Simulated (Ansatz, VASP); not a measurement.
**One calculation of KF, two programs**

File INCAR:

```
SYSTEM = KF
ALGO = Normal
EDIFF = 1E-6
ENCUT = 520
ISIF = 2
ISMEAR = 0
LASPH = .TRUE.
LCHARG = .TRUE.
LELF = .TRUE.
LREAL = .FALSE.
LVHAR = .TRUE.
LWAVE = .FALSE.
NBANDS = 15
NELM = 80
PREC = Accurate
SIGMA = 0.05
```

KPOINTS

```
k-points
0
G
  8 8 8
  0 0 0
```

File POSCAR:

```
KF
1.0
    0.1109341194      2.6245470978      2.6245470978
    2.6245470978      0.1109341194      2.6245470978
    2.6245470978      2.6245470978      0.1109341194
K F
1 1
Direct
    0.0000000000      0.0000000000      0.0000000000
    0.5000000000      0.5000000000      0.5000000000
```

Input for Ansatz:

```yaml
crystal:
  lattice:
    - [0.1109341194, 2.6245470978, 2.6245470978]
    - [2.6245470978, 0.1109341194, 2.6245470978]
    - [2.6245470978, 2.6245470978, 0.1109341194]
  atoms:
    - { symbol: K, position: [0.0, 0.0, 0.0] }
    - { symbol: F, position: [0.5, 0.5, 0.5] }
basis:
  ecutwfc: 520.0
kpoints:
  mp_grid: { grid: [8, 8, 8] }
hamiltonian:
  xc: lda
scf:
  occupations: { method: gaussian, width: 0.05 }
output:
  forces: true
  stress: true
  eigenvalues: true
  write_density: true
  write_potential: true
  elf: true
  volumetric_format: npy
```

Alike in both runs: task single point; functional LDA; k mesh 8 × 8 × 8; occupations gaussian, width 0.05 eV; no spin polarisation.

```csv
,VASP,Ansatz
version,VASP 6.6.1,Ansatz 0.2.0
potentials or method,"VASP PAW LDA potentials, release 64 (K_sv, F), cutoff 520 eV","scalar-relativistic, plane waves, PAW"
valence electrons in the cell,16,16
```

|  | VASP | Ansatz | Ansatz less VASP |
| --- | --- | --- | --- |
| gap on the k mesh at the Fermi level (eV) | 6.40 | 6.42 | +0.020 |
| least direct gap on the mesh (eV) | 6.40 | 6.42 | +0.020 |
| pressure (GPa) | 0.9 | 0.6 | -0.27 |
| traceless stress, the component that is largest in VASP (GPa) | -0.64 | -0.65 | -0.015 |

LDA's correlation is that of Perdew and Zunger in VASP and of Perdew and Wang (1992) in Ansatz.
